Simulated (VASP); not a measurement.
# AlGa3N4 (P-42m) in VASP: further runs

AlGa3N4 is run at these levels: r2SCAN; tasks: single point.

All numbers are computed with VASP 6.6.1; they aren't measurements. Logs are shortened: lines on timing, memory, paths and dates and some standing lists are left out, and cuts for length are marked.

### Step 1. The cell of the first run

Symmetry: P-42m, No. 111, tetragonal system. The conventional cell has a = 4.577 Å, b = 4.577 Å, c = 4.689 Å, α = 90.00°, β = 90.00°, γ = 90.00°. Within 2.6 Å of Al (site symmetry -42m) lie 4 N at 1.96 Å. Within 2.7 Å of Ga (site symmetry -42m) lie 4 N at 2.01 Å. Ga (site symmetry 222) has 4 N at 2.01 Å within 2.7 Å. Within 2.6 Å of N (site symmetry m) lie 1 Al at 1.96 Å and 3 Ga at 2.01 Å.

### Step 2. Single point, r2SCAN (strain +0.025 along x and y, +0.050 along z)

The input, POSCAR:

```
AlGa3N4
1.0
    4.5769780635      0.0000000000      0.0000000000
    0.0000000000      4.5769780635      0.0000000000
    0.0000000000      0.0000000000      4.6886116748
Al Ga N
1 3 4
Direct
    0.0000000000      0.0000000000      0.0000000000
    0.5000000000      0.5000000000      0.0000000000
    0.5000000000      0.0000000000      0.5000000000
    0.0000000000      0.5000000000      0.5000000000
    0.7553510553      0.7553510553      0.2446489447
    0.7553510553      0.2446489447      0.7553510553
    0.2446489447      0.7553510553      0.7553510553
    0.2446489447      0.2446489447      0.2446489447
```

The input, INCAR.step1:

```
SYSTEM = AlGa3N4
  ALGO = Normal
  EDIFF = 1E-4
  ENCUT = 520
  GGA = PE
  ISMEAR = 0
  LASPH = .TRUE.
  LCHARG = .FALSE.
  LREAL = .FALSE.
  LWAVE = .TRUE.
  NBANDS = 41
  NELM = 80
  PREC = Accurate
  SIGMA = 0.05
```

The input, INCAR.step2:

```
SYSTEM = AlGa3N4
  ALGO = Normal
  EDIFF = 1E-6
  ENCUT = 520
  ISIF = 2
  ISMEAR = 0
  ISTART = 1
  LASPH = .TRUE.
  LCHARG = .FALSE.
  LMIXTAU = .TRUE.
  LREAL = .FALSE.
  LWAVE = .FALSE.
  METAGGA = R2SCAN
  NBANDS = 41
  NELM = 80
  PREC = Accurate
  SIGMA = 0.05
```

The input, KPOINTS:

```
k-points
0
G
  6 6 6
  0 0 0
```

Potentials or basis: VASP PAW PBE potentials, release 64 (Al, Ga_d, N).

Started as:

```bash
$ cat potpaw_PBE.64/Al/POTCAR potpaw_PBE.64/Ga_d/POTCAR potpaw_PBE.64/N/POTCAR > POTCAR
$ cp INCAR.step1 INCAR
$ mpirun -np 1 vasp_std > vasp.out
$ cp INCAR.step2 INCAR
$ mpirun -np 1 vasp_std > vasp.out
```

OUTCAR:

```text
SYSTEM = AlGa3N4
   EDIFF = 1E-6
   ENCUT = 520
   ISIF = 2
   ISMEAR = 0
   ISTART = 1
   LASPH = .TRUE.
   LREAL = .FALSE.
   METAGGA = R2SCAN
   NELM = 80
   PREC = Accurate

 ion  position               nearest neighbor table
   1  0.000  0.000  0.000-   5 1.96   6 1.96   7 1.96   8 1.96
   2  0.500  0.500  0.000-   5 2.01   6 2.01   7 2.01   8 2.01
   3  0.500  0.000  0.500-   5 2.01   6 2.01   7 2.01   8 2.01
   4  0.000  0.500  0.500-   5 2.01   6 2.01   7 2.01   8 2.01
   5  0.755  0.755  0.245-   1 1.96   2 2.01   3 2.01   4 2.01
   6  0.755  0.245  0.755-   1 1.96   2 2.01   3 2.01   4 2.01
   7  0.245  0.755  0.755-   1 1.96   2 2.01   3 2.01   4 2.01
   8  0.245  0.245  0.245-   1 1.96   2 2.01   3 2.01   4 2.01

  LATTYP: Found a simple tetragonal cell.
 ALAT       =     4.5769780635
 C/A-ratio  =     1.0243902439

  Lattice vectors:

 A1 = (   4.5769780635,   0.0000000000,   0.0000000000)
 A2 = (   0.0000000000,   4.5769780635,   0.0000000000)
 A3 = (   0.0000000000,   0.0000000000,   4.6886116748)

Analysis of symmetry for initial positions (statically):
=====================================================================
 Subroutine PRICEL returns:
 Original cell was already a primitive cell.

 Routine SETGRP: Setting up the symmetry group for a
 simple tetragonal supercell.

 Subroutine GETGRP returns: Found  8 space group operations
 (whereof  8 operations were pure point group operations)
 out of a pool of 16 trial point group operations.

The static configuration has the point symmetry D_2d.

Analysis of symmetry for dynamics (positions and initial velocities):
=====================================================================
 Subroutine PRICEL returns:
 Original cell was already a primitive cell.

 Routine SETGRP: Setting up the symmetry group for a
 simple tetragonal supercell.

 Subroutine GETGRP returns: Found  8 space group operations
 (whereof  8 operations were pure point group operations)
 out of a pool of 16 trial point group operations.

The dynamic configuration has the point symmetry D_2d.

 Subroutine INISYM returns: Found  8 space group operations
 (whereof  8 operations are pure point group operations),
 and found     1 'primitive' translations

----------------------------------------------------------------------------------------

                                     Primitive cell

  volume of cell :      98.2205

  direct lattice vectors                    reciprocal lattice vectors
     4.576978064  0.000000000  0.000000000     0.218484770  0.000000000  0.000000000
     0.000000000  4.576978064  0.000000000     0.000000000  0.218484770  0.000000000
     0.000000000  0.000000000  4.688611675     0.000000000  0.000000000  0.213282752

  length of vectors
     4.576978064  4.576978064  4.688611675     0.218484770  0.218484770  0.213282752

  position of ions in fractional coordinates (direct lattice)
     0.000000000  0.000000000  0.000000000
     0.500000000  0.500000000  0.000000000
     0.500000000  0.000000000  0.500000000
     0.000000000  0.500000000  0.500000000
     0.755351055  0.755351055  0.244648945
     0.755351055  0.244648945  0.755351055
     0.244648945  0.755351055  0.755351055
     0.244648945  0.244648945  0.244648945

  ion indices of the primitive-cell ions
   primitive index   ion index
                 1           1
                 2           2
                 3           3
                 4           4
                 5           5
                 6           6
                 7           7
                 8           8

----------------------------------------------------------------------------------------

 KPOINTS: k-points

Automatic generation of k-mesh.
 Grid dimensions read from file:
 generate k-points for:    6    6    6

 Generating k-lattice:

  Cartesian coordinates                     Fractional coordinates (reciprocal lattice)
     0.036414128  0.000000000  0.000000000     0.166666667  0.000000000  0.000000000
     0.000000000  0.036414128  0.000000000     0.000000000  0.166666667  0.000000000
     0.000000000  0.000000000  0.035547125     0.000000000  0.000000000  0.166666667

  Length of vectors
     0.036414128  0.036414128  0.035547125

  Shift w.r.t. Gamma in fractional coordinates (k-lattice)
     0.000000000  0.000000000  0.000000000

 Subroutine IBZKPT returns following result:
 ===========================================

 Found     40 irreducible k-points:

 Following reciprocal coordinates:
            Coordinates               Weight
  0.000000  0.000000  0.000000      1.000000
  0.166667  0.000000  0.000000      4.000000
  0.333333  0.000000  0.000000      4.000000
  0.500000  0.000000  0.000000      2.000000
  0.166667  0.166667  0.000000      4.000000
  0.333333  0.166667  0.000000      8.000000
[... 16 lines left out ...]
  0.333333  0.000000  0.333333      8.000000
  0.500000  0.000000  0.333333      4.000000
 [... further k-points ...]
   k-points           NKPTS =     40   k-points in BZ     NKDIM =     40   number of bands    NBANDS=     41
   number of dos      NEDOS =    301   number of ions     NIONS =      8
   total plane-waves  NPLWV =  46656
   dimension x,y,z NGX =    36 NGY =   36 NGZ =   36
   dimension x,y,z NGXF=    72 NGYF=   72 NGZF=   72
   ions per type =               1   3   4
   NGX,Y,Z   is equivalent  to a cutoff of  13.08, 13.08, 12.76 a.u.
   NGXF,Y,Z  is equivalent  to a cutoff of  26.15, 26.15, 25.53 a.u.
 SYSTEM =  AlGa3N4
   PREC   = accura    normal or accurate (medium, high low for compatibility)
   ISTART =      1    job   : 0-new  1-cont  2-samecut
   ICHARG =      0    charge: 1-file 2-atom 10-const
   ISPIN  =      1    spin polarized calculation?
   LNONCOLLINEAR =      F non collinear calculations
   LSORBIT =      F    spin-orbit coupling
   LASPH  =      T    aspherical Exc in radial PAW
   ENCUT  =  520.0 eV  38.22 Ry    6.18 a.u.   8.51  8.51  8.72*2*pi/ulx,y,z
   NELM   =     80;   NELMIN=  2; NELMDL=  0     # of ELM steps
   EDIFF  = 0.1E-05   stopping-criterion for ELM
   LREAL  =      F    real-space projection
   EDIFFG = 0.1E-04   stopping-criterion for IOM
   NSW    =      0    number of steps for IOM
   IBRION =     -1    ionic relax: 0-MD 1-quasi-New 2-CG
   NFREE  =      0    steps in history (QN), initial steepest desc. (CG)
   ISIF   =      2    stress and relaxation
   ISYM   =      2    0-nonsym 1-usesym 2-fastsym
   POTIM  = 0.5000    time-step for ionic-motion
   TEBEG  =    0.0;   TEEND  =   0.0 temperature during run
   PSTRESS=    0.0 pullay stress
   NELECT =      62.0000    total number of electrons
   NUPDOWN=      -1.0000    fix difference up-down
   EMIN   =  10.00;   EMAX   =-10.00  energy-range for DOS
   EFERMI =   0.00;   METHOD = LEGACY
   ISMEAR =     0;   SIGMA  =   0.05  broadening in eV -4-tet -1-fermi 0-gaus
   EFERMI_NEDOS =   21; number of points for ismear=-14 and -15
   IALGO  =     38    algorithm
   IMIX   =      4    mixing-type and parameters
     AMIX     =   0.40;   BMIX     =  1.00
     AMIX_MAG =   1.60;   BMIX_MAG =  1.00
  volume/ion in A,a.u.               =      12.28        82.85
  Fermi-wavevector in a.u.,A,eV,Ry     =   1.404337  2.653813 26.832909  1.972163
  Thomas-Fermi vector in A             =   2.526909
   LORBIT       =      0    0 simple, 1 ext, 2 COOP (PROOUT), +10 PAW based schemes
   METAGGA = R2SCAN    functional components
   LHFCALC =     F    Hartree Fock is set to
   AEXX    =    0.0000 exact exchange contribution
   IVDW    =     0    specifies the selected vdW correction
   LEPSILON=     F    determine dielectric tensor
   LRPA    =     F    only Hartree local field effects (RPA)
 non-spin polarized calculation
 Gauss-broadening in eV      SIGMA  =   0.05
  energy-cutoff  :      520.00
  volume of cell :       98.22
 maximum number of plane-waves:      2664
 NGX is ok and might be reduce to    36
   NGX = 17   NGY = 17   NGZ = 17

 number of electron      61.9999999 magnetization

 Free energy of the ion-electron system (eV)
  ---------------------------------------------------
  ext. energy  EPLUGINS =         0.00000000
  ---------------------------------------------------
  free energy    TOTEN  =       -84.38855795 eV

  energy without entropy =      -84.38855795  energy(sigma->0) =      -84.38855795

 E-fermi :   4.5307     XC(G=0): -11.8455

 val. band max:        4.2529387034   @ k =   0.0000   0.0000   0.0000
 cond. band min:       6.3270259185   @ k =   0.0000   0.0000   0.0000
 fundamental gap:      2.0740872151
 Fermi energy:         4.5307491518

 k-point     1 :       0.0000    0.0000    0.0000
  band No.  band energies     occupation
      1     -11.5468      2.00000
      2     -10.5526      2.00000
      3     -10.5446      2.00000
      4     -10.5446      2.00000
      5      -9.3292      2.00000
      6      -9.3165      2.00000
[... 33 lines left out ...]
     40      15.0825      0.00000
     41      15.1544      0.00000

 k-point     2 :       0.1667    0.0000    0.0000
  band No.  band energies     occupation
      1     -11.4537      2.00000
      2     -10.5718      2.00000
      3     -10.5547      2.00000
      4     -10.5460      2.00000
      5      -9.3261      2.00000
      6      -9.3140      2.00000
[... 33 lines left out ...]
     40      15.2221      0.00000
     41      15.4066      0.00000

 k-point     3 :       0.3333    0.0000    0.0000
  band No.  band energies     occupation
      1     -11.2114      2.00000
      2     -10.6706      2.00000
      3     -10.5588      2.00000
      4     -10.5490      2.00000
      5      -9.3127      2.00000
      6      -9.3027      2.00000
[... 875 lines left out ...]
      2     -10.6648      2.00000
      3     -10.6229      2.00000
      4     -10.5723      2.00000
      5      -9.3106      2.00000
      6      -9.3064      2.00000
[... 33 lines left out ...]
     40      14.1693      0.00000
     41      14.4477      0.00000

 k-point    24 :       0.5000    0.0000    0.3333
  band No.  band energies     occupation
      1     -10.8814      2.00000
      2     -10.7178      2.00000
      3     -10.6263      2.00000
      4     -10.5880      2.00000
      5      -9.3098      2.00000
      6      -9.2982      2.00000
[... 33 lines left out ...]
     40      14.1165      0.00000
     41      14.3752      0.00000

 [... further k-points ...]

------------------------ aborting loop because EDIFF is reached ----------------------------------------

  FORCE on cell =-STRESS in cart. coord.  units (eV):
  Direction    XX          YY          ZZ          XY          YZ          ZX
  --------------------------------------------------------------------------------------
  -------------------------------------------------------------------------------------
  Total       -8.7773881     -8.7773881    -10.8959721      0.0000000      0.0000000      0.0000000
  in kB     -143.1772303   -143.1772303   -177.7356878      0.0000000      0.0000000      0.0000000
  external PRESSURE =    -154.6967161 kB  Pullay stress =       0.0000000 kB

 VOLUME and BASIS-vectors are now :
 -----------------------------------------------------------------------------
  energy-cutoff  :      520.00
  volume of cell :       98.22
      direct lattice vectors                 reciprocal lattice vectors
     4.576978064  0.000000000  0.000000000     0.218484770  0.000000000  0.000000000
     0.000000000  4.576978064  0.000000000     0.000000000  0.218484770  0.000000000
     0.000000000  0.000000000  4.688611675     0.000000000  0.000000000  0.213282752

 POSITION                                       TOTAL-FORCE (eV/Angst)
 -----------------------------------------------------------------------------------
      0.00000      0.00000      0.00000        -0.000000     -0.000000      0.000000
      2.28849      2.28849      0.00000        -0.000000     -0.000000      0.000000
      2.28849      0.00000      2.34431        -0.000000      0.000000     -0.000000
      0.00000      2.28849      2.34431        -0.000000      0.000000      0.000000
      3.45723      3.45723      1.14706         0.045696      0.045696     -0.025083
      3.45723      1.11975      3.54155         0.045696     -0.045696      0.025083
      1.11975      3.45723      3.54155        -0.045696      0.045696      0.025083
      1.11975      1.11975      1.14706        -0.045696     -0.045696     -0.025083
 -----------------------------------------------------------------------------------
    total drift:                                0.000000      0.000000      0.000000

  FREE ENERGIE OF THE ION-ELECTRON SYSTEM (eV)
  ---------------------------------------------------
  free  energy   TOTEN  =       -84.3885579535 eV

  energy  without entropy=      -84.3885579535  energy(sigma->0) =      -84.38855795
```

Run time: 6.9 min. Hardware: 1 thread of Intel Xeon 6975P-C, shared host; peak memory 0.3 GiB.

What came out:

| Quantity | Value |
| --- | --- |
| Free energy | -84.3886 eV |
| Pressure | -15.5 GPa |
| Largest force | 0.069 eV/Å |
| Band gap on the k mesh | 2.07 eV, direct |

Forces in eV/Å, atoms in the order of the input:
```
Al   0.000  0.000  0.000
Ga   0.000  0.000  0.000
Ga   0.000  0.000  0.000
Ga   0.000  0.000  0.000
N    0.046  0.046 -0.025
N    0.046 -0.046  0.025
N   -0.046  0.046  0.025
N   -0.046 -0.046 -0.025
```

Caveat: the cell differs from its parent crystal (strain +0.025 along x and y, +0.050 along z); the PAW data sets were made with another functional, which shifts forces and pressure a little.

(Part 1 of 2 ends here.)
